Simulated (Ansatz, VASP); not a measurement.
**Ta in VASP and in Ansatz**

```
CELL_PARAMETERS angstrom
0.00000 2.91628 2.91628
2.91628 0.00000 2.91628
2.91628 2.91628 0.00000
ATOMIC_POSITIONS crystal
Ta 0.87500 0.87500 0.87500
Ta 0.12500 0.12500 0.12500
```

Change from the starting cell: volume scaled by 0.95, LAPW.

Alike in both runs: task single point; functional LDA; k mesh 13 × 13 × 13; occupations fermi-dirac, width 0.08 eV; no spin polarisation.

```csv
,VASP,Ansatz
version,VASP 6.6.1,Ansatz 0.2.0
potentials or method,"VASP PAW LDA potentials, release 64 (Ta_pv), cutoff 520 eV","all-electron LAPW, scalar-relativistic"
```

```tsv
	VASP	Ansatz	Ansatz less VASP
pressure (GPa)	4.8	4.3	-0.54
```

LDA's correlation is that of Perdew and Zunger in VASP and of Perdew and Wang (1992) in Ansatz. Ansatz ran all-electron here, and VASP with PAW potentials.

Neither program's run includes spin-orbit coupling.
